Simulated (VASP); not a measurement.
A run of VASP 6.6.1 is set up as follows.

The input POSCAR:

```
LiF
1.0
    0.0000000000      2.0140000000      2.0140000000
    2.0140000000      0.0000000000      2.0140000000
    2.0140000000      2.0140000000      0.0000000000
F Li
1 1
Direct
    0.5000000000      0.5000000000      0.5000000000
    0.0000000000      0.0000000000      0.0000000000
```

Contents of INCAR.step1:

```
PREC = Accurate ; ENCUT = 520
EDIFF = 1E-5 ; ISMEAR = -1
SIGMA = 0.05 ; LREAL = F
LASPH = T ; NELM = 80
ALGO = Normal ; ISIF = 2
LWAVE = T ; LCHARG = F
NBANDS = 12 ; GGA = PE
```

Contents of INCAR.step2:

```
PREC = Accurate ; ENCUT = 520
EDIFF = 1E-7 ; ISMEAR = -1
SIGMA = 0.05 ; LREAL = F
LASPH = T ; NELM = 80
ALGO = Normal ; ISIF = 2
LWAVE = F ; LCHARG = F
GGA = PE ; LHFCALC = T
AEXX = 0.25 ; HFSCREEN = 0.6
PRECFOCK = Normal ; NBANDS = 12
ISTART = 1
```

File KPOINTS:

```
Automatic mesh
0
Gamma
  6 6 6
```

Potentials or basis: VASP PAW PBE potentials, release 64 (F, Li_sv).

Launch:

```sh
$ cat potpaw_PBE.64/F/POTCAR potpaw_PBE.64/Li_sv/POTCAR > POTCAR
$ cp INCAR.step1 INCAR
$ mpirun -np 1 vasp_std > vasp.out
$ cp INCAR.step2 INCAR
$ mpirun -np 1 vasp_std > vasp.out
```

Task: Predict the band gap on the k mesh.

Result: 10.38 eV, direct.

Caveat: the k points lie up to 0.45 Å⁻¹ apart.
